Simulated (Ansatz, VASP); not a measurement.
One calculation of Ge, two programs

File INCAR:

```
  PREC = Accurate
  ENCUT = 520
  EDIFF = 1E-6
  ISMEAR = 0
  SIGMA = 0.15
  LREAL = False
  LASPH = True
  NELM = 60
  ALGO = Normal
  ISIF = 2
  LWAVE = False
  LCHARG = True
  GGA = PE
  LELF = True
  LVHAR = True
  NBANDS = 21
```

Contents of KPOINTS:

```
regular mesh
0
Gamma
  14 14 14
```

File POSCAR:

```
Ge
1.0
    0.0000000000      2.8853454000      2.8287700000
    2.7721946000      0.0000000000      2.8287700000
    2.7721946000      2.8853454000      0.0000000000
Ge
2
Direct
    0.5000000000      0.5000000000      0.5000000000
    0.7500000000      0.7500000000      0.7500000000
```

Input for Ansatz:

```yaml
crystal:
  lattice:
    - [0.0, 2.8853454, 2.82877]
    - [2.7721946, 0.0, 2.82877]
    - [2.7721946, 2.8853454, 0.0]
  atoms:
    - { symbol: Ge, position: [0.5, 0.5, 0.5] }
    - { symbol: Ge, position: [0.75, 0.75, 0.75] }
basis:
  ecutwfc: 420
kpoints:
  mp_grid: { grid: [14, 14, 14] }
hamiltonian:
  xc: pbe
scf:
  occupations: { method: gaussian, width: 0.15 }
output:
  forces: true
  stress: true
  eigenvalues: true
```

Change from the starting cell: strain -0.0200 x Voigt [1, -1, 0, 0, 0, 0], atoms carried along.

Alike in both runs: task single point; functional PBE; k mesh 14 × 14 × 14; occupations gaussian, width 0.15 eV; no spin polarisation.

|  | VASP | Ansatz |
| --- | --- | --- |
| version | VASP 6.6.1 | Ansatz 0.2.0 |
| potentials or method | VASP PAW PBE potentials, release 64 (Ge_d), cutoff 520 eV | scalar-relativistic, plane waves, PAW |
| valence electrons in the cell | 28 | 28 |

Ansatz gave:

- gap on the k mesh at the Fermi level (eV): 0.13
- least direct gap on the mesh (eV): 0.13
- pressure (GPa): 3.7
- traceless stress, the component that is largest in VASP (GPa): -1.45

Question: What did VASP give for the same quantities?

Answer: gap on the k mesh at the Fermi level (eV): 0.12; least direct gap on the mesh (eV): 0.12; pressure (GPa): 3.6; traceless stress, the component that is largest in VASP (GPa): -1.45.
